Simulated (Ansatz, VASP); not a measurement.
# PtS2 in VASP and in Ansatz

```
Pt S
1.0
     3.62369    0.00000    0.00000
    -1.81185    3.13821    0.00000
     0.00000    0.00000    4.91325
Pt S
1 2
Direct
  0.00000 0.00000 0.00000
  0.33333 0.66667 0.24165
  0.66667 0.33333 0.75835
```

Change from the starting cell: epitaxial_xy strain +2.0%.

Alike in both runs: task single point; functional PBE; k mesh 12 × 12 × 6; occupations fermi-dirac, width 0.02 eV; no spin polarisation.

|  | VASP | Ansatz |
| --- | --- | --- |
| version | VASP 6.6.1 | Ansatz 0.2.0 |
| potentials or method | VASP PAW PBE potentials, release 64 (Pt_sv_GW, S) | plane waves, PAW |
| plane-wave cutoff (eV) | 570 | 420 |
| valence electrons in the cell | 30 | 30 |

VASP gave:

| Quantity | Value |
| --- | --- |
| pressure (GPa) | 0.0 |
| traceless stress, the component that is largest in VASP (GPa) | 1.81 |
| rms of the force components (eV/Å) | 0.013 |

Estimate Ansatz's values.

pressure (GPa): 0.8; traceless stress, the component that is largest in VASP (GPa): 1.69; rms of the force components (eV/Å): 0.024.

Atom by atom the forces differ by 0.011 eV/Å (rms over components).

Neither program's run includes spin-orbit coupling.
